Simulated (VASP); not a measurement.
# Mg (P6_3/mmc) in VASP: notebook, part 2 of 2

VASP 6.6.1. Earlier steps stand in the parts before.

## (3) Single point, PBE+D3(BJ)

INCAR reads:

```
PREC = Accurate
ENCUT = 520
EDIFF = 1E-6
ISMEAR = -5
SIGMA = 0.1
LREAL = F
LASPH = T
NELM = 60
ALGO = Fast
ISIF = 2
LWAVE = F
LCHARG = F
GGA = PE
IVDW = 12
NBANDS = 9
```

KPOINTS reads:

```
Automatic mesh
0
Gamma
  15 15 8
```

POSCAR reads:

```
Mg
1.0
    3.2418485384      0.0000000000      0.0000000000
   -1.6209242692      2.8075231895      0.0000000000
    0.0000000000      0.0000000000      5.1888058696
Mg
2
Direct
    0.3333333333      0.6666666667      0.2500000000
    0.6666666667      0.3333333333      0.7500000000
```

Potentials or basis: VASP PAW PBE potentials, release 64 (Mg).

The run is started by

```sh
$ cat potpaw_PBE.64/Mg/POTCAR > POTCAR
$ mpirun -np 1 vasp_std > vasp.out
```

OUTCAR:

```text
PREC = Accurate
   ENCUT = 520
   EDIFF = 1E-6
   ISMEAR = -5
   LREAL = F
   LASPH = T
   NELM = 60
   ISIF = 2
   GGA = PE
   IVDW = 12
 IVDW          = 12

 ion  position               nearest neighbor table
   1  0.333  0.667  0.250-   2 3.20   2 3.20   2 3.20   2 3.20   2 3.20   2 3.20
   2  0.667  0.333  0.750-   1 3.20   1 3.20   1 3.20   1 3.20   1 3.20   1 3.20

  LATTYP: Found a hexagonal cell.
 ALAT       =     3.2418485384
 C/A-ratio  =     1.6005701093

  Lattice vectors:

[... 481 lines left out ...]

 Edisp (eV)   -0.55129

 E8    (eV) :    -0.2419

  FORCE on cell =-STRESS in cart. coord.  units (eV):
  Direction    XX          YY          ZZ          XY          YZ          ZX
  --------------------------------------------------------------------------------------
  -------------------------------------------------------------------------------------
  Total      -0.93382    -0.93382    -0.87644     0.00000    -0.00000     0.00000
  in kB     -31.68036   -31.68036   -29.73380     0.00000    -0.00000     0.00000
  external pressure =      -31.03 kB  Pullay stress =        0.00 kB

 VOLUME and BASIS-vectors are now :
 -----------------------------------------------------------------------------
  energy-cutoff  :      520.00
  volume of cell :       47.23
      direct lattice vectors                 reciprocal lattice vectors
     3.241848538  0.000000000  0.000000000     0.308465984  0.178092919  0.000000000
    -1.620924269  2.807523189  0.000000000     0.000000000  0.356185838  0.000000000
     0.000000000  0.000000000  5.188805870     0.000000000  0.000000000  0.192722570

 POSITION                                       TOTAL-FORCE (eV/Angst)
 -----------------------------------------------------------------------------------
     -0.00000      1.87168      1.29720        -0.000000      0.000000      0.000000
      1.62092      0.93584      3.89160         0.000000     -0.000000      0.000000
 -----------------------------------------------------------------------------------
    total drift:                               -0.000000      0.000000     -0.000000

  FREE ENERGIE OF THE ION-ELECTRON SYSTEM (eV)
  ---------------------------------------------------
  free  energy   TOTEN  =        -3.5584358779 eV

  energy  without entropy=       -3.5584358779  energy(sigma->0) =       -3.55843588
```

OSZICAR:

```text
N       E                     dE             d eps       ncg     rms          rms(c)
DAV:   1    -0.264104431791E+00   -0.26410E+00   -0.12600E+03  2430   0.309E+02
DAV:   2    -0.297546207053E+01   -0.27114E+01   -0.26608E+01  3232   0.278E+01
DAV:   3    -0.302040147071E+01   -0.44939E-01   -0.45329E-01  3139   0.277E+00
DAV:   4    -0.302054867405E+01   -0.14720E-03   -0.15337E-03  3178   0.155E-01
DAV:   5    -0.302054928855E+01   -0.61450E-06   -0.64935E-06  3101   0.914E-03    0.983E-01
RMM:   6    -0.301463433199E+01    0.59150E-02   -0.59127E-04  2465   0.204E-01    0.629E-01
RMM:   7    -0.300710604251E+01    0.75283E-02   -0.24392E-03  2529   0.384E-01    0.343E-02
RMM:   8    -0.300713867830E+01   -0.32636E-04   -0.91829E-05  2638   0.741E-02    0.830E-03
RMM:   9    -0.300714472040E+01   -0.60421E-05   -0.80217E-06  2776   0.184E-02    0.855E-04
RMM:  10    -0.300714417584E+01    0.54456E-06   -0.11121E-06  2574   0.624E-03
   1 F= -.35584359E+01 E0= -.35584359E+01  d E =0.000000E+00
```

Wall time 14 s (1 thread of Intel Xeon 6975P-C (Granite Rapids), shared host); peak memory 0.19 GiB.

Results:

```yaml
Free_energy: -3.5584 eV
Pressure: -3.1 GPa
Band_gap_on_the_k_mesh: zero (bands 2 and 3 overlap by 2.00 eV)
Dispersion_energy_per_atom: -0.276 eV
```

Stress tensor (GPa, compression positive):
```
-3.17  0.00  0.00
 0.00 -3.17  0.00
 0.00  0.00 -2.97
```

Levels at points of the mesh, in eV from the Fermi level:
| k point | band 1 | band 2 | band 3 | band 4 | band 5 | band 6 |
| --- | --- | --- | --- | --- | --- | --- |
| (0.00, 0.00, 0.00) | -6.84 | -1.59 | -1.14 | 10.60 | 10.60 | 10.63 |
| (0.00, 0.00, 0.50) | -5.45 | -5.45 | 5.14 | 5.14 | 11.36 | 11.36 |

Caveat: three body term missing; the cell stands under tension; tetrahedron occupations give inexact forces and stress in metals.

## (4) Relaxation of shape and atoms at fixed volume, PBE (20.17 Å³/atom)

This run uses another cell than the first one, of 20.17 Å³/atom.

INCAR reads:

```
SYSTEM = Mg
PREC = Accurate
ENCUT = 600
EDIFF = 1E-6
ISMEAR = 0
SIGMA = 0.1
LREAL = .False.
LASPH = .True.
NELM = 100
ALGO = Normal
ISIF = 4
LWAVE = .False.
LCHARG = .False.
GGA = PE
IBRION = 2
NSW = 50
EDIFFG = -0.01
```

KPOINTS reads:

```
regular mesh
0
Gamma
  15 15 8
  0 0 0
```

POSCAR reads:

```
Mg
1.0
    3.0761525552      0.0000000000      0.0000000000
   -1.5380762776      2.6640262587      0.0000000000
    0.0000000000      0.0000000000      4.9235978318
Mg
2
Direct
    0.3333333333      0.6666666667      0.2500000000
    0.6666666667      0.3333333333      0.7500000000
```

The run is started by

```sh
$ cat potpaw_PBE.64/Mg/POTCAR > POTCAR
$ mpirun -np 1 vasp_std > vasp.out
```

It took 13 s on 1 thread of Intel Xeon 6975P-C (Granite Rapids), shared host; peak memory 0.2 GiB.

It converged, with:

| Property | Result |
| --- | --- |
| Free energy | -2.9268 eV |
| Pressure after relaxing | 5.9 GPa |
| Band gap on the k mesh | zero (bands 2 and 3 overlap by 2.01 eV) |

Final structure:
```yaml
crystal:
  lattice:
    - [3.07615, 0.00000, 0.00000]
    - [-1.53808, 2.66403, 0.00000]
    - [0.00000, 0.00000, 4.92360]
  atoms:
    - { symbol: Mg, position: [0.33333, 0.66667, 0.25000] }
    - { symbol: Mg, position: [0.66667, 0.33333, 0.75000] }
```

Levels at points of the mesh, in eV from the Fermi level:
```
           k point  band 1  band 2  band 3  band 4  band 5
(0.00, 0.00, 0.00)   -7.50   -1.81   -1.09   11.55   11.55
(0.00, 0.00, 0.50)   -5.96   -5.96    5.67    5.67   12.33
```

## (5) The runs side by side

```tsv
task	level	cell	cutoff (eV)	smearing	gap on the mesh (eV)	pressure (GPa)
single point	PBE	a = 3.242, b = 3.242, c = 5.189 Å, angles 90.0, 90.0, 120.0°, 2 atoms	520	gaussian 0.1 eV	none	-1.1
single point	PBE+D3(BJ)	a = 3.242, b = 3.242, c = 5.189 Å, angles 90.0, 90.0, 120.0°, 2 atoms	520	tetrahedron	none	-3.1
relaxation of shape and atoms at fixed volume	PBE	relaxed from a = 3.076, b = 3.076, c = 4.924 Å, angles 90.0, 90.0, 120.0°, 2 atoms	600	gaussian 0.1 eV	none	5.9
```

Alike in all rows: potentials or basis VASP PAW PBE potentials, release 64 (Mg); no spin polarisation; k mesh 15 × 15 × 8.

Caveats: three body term missing (at least some runs); the cell stands under tension (at least some runs); tetrahedron occupations give inexact forces and stress in metals (at least some runs).

Absolute energies hang on the potentials; compare differences alone.
